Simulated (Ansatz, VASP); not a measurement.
**Two plane-wave programs on HfN2**

File INCAR:

```
SYSTEM = HfN2
PREC = Accurate
ENCUT = 600
EDIFF = 1E-6
ISMEAR = 0
SIGMA = 0.1
LREAL = .FALSE.
LASPH = .TRUE.
NELM = 100
ALGO = Normal
ISIF = 3
LWAVE = .FALSE.
LCHARG = .FALSE.
GGA = PE
IBRION = 2
NSW = 100
EDIFFG = -0.01
```

File KPOINTS:

```
regular mesh
0
G
  16 16 16
  0 0 0
```

The input POSCAR:

```
HfN2
1.0
    0.0000000000      2.5952999229      2.5952999229
    2.5952999229      0.0000000000      2.5952999229
    2.5952999229      2.5952999229      0.0000000000
Hf N
1 2
Direct
    0.0000000000      0.0000000000      0.0000000000
    0.2500000000      0.2500000000      0.2500000000
    0.7500000000      0.7500000000      0.7500000000
```

Input for Ansatz:

```yaml
crystal:
  lattice:
    - [0.0, 2.5952999229, 2.5952999229]
    - [2.5952999229, 0.0, 2.5952999229]
    - [2.5952999229, 2.5952999229, 0.0]
  atoms:
    - { symbol: Hf, position: [0.0, 0.0, 0.0] }
    - { symbol: "N", position: [0.25, 0.25, 0.25] }
    - { symbol: "N", position: [0.75, 0.75, 0.75] }
basis:
  ecutwfc: 420
kpoints:
  mp_grid: { grid: [16, 16, 16] }
hamiltonian:
  xc: pbe
scf:
  occupations: { method: gaussian, width: 0.1 }
output:
  forces: true
  stress: true
  eigenvalues: true
  write_density: true
  write_potential: true
  elf: true
  volumetric_format: npy
relax:
  adjacent_minimum: "off"
  f_tol: 0.01
  max_steps: 80
  cell: { stress_tol: 0.05 }
```

Alike in both runs: task relaxation of cell and atoms; functional PBE; k mesh 16 × 16 × 16; occupations gaussian, width 0.1 eV; no spin polarisation.

|  | VASP | Ansatz |
| --- | --- | --- |
| version | VASP 6.6.1 | Ansatz 0.2.0 |
| potentials or method | VASP PAW PBE potentials, release 64 (Hf_pv, N), cutoff 600 eV | scalar-relativistic, plane waves, PAW |
| valence electrons in the cell | 20 | 36 |

|  | VASP | Ansatz | Ansatz less VASP |
| --- | --- | --- | --- |
| gap on the k mesh at the Fermi level, each at its own relaxed structure (eV) | none | none | - |
| relaxed volume (Å³/atom) | 11.57 | 11.67 | +0.106 |
| relaxed length of the cell vector where the two differ most in proportion (Å) | 3.661 | 3.672 | +0.0112 |

A gap of «none» marks a metal or a gap that the smearing closes. VASP's potentials hold 20 valence electrons a cell and Ansatz's 36, so a difference there can come from the potentials and not from the codes.

Spin-orbit coupling is off throughout.
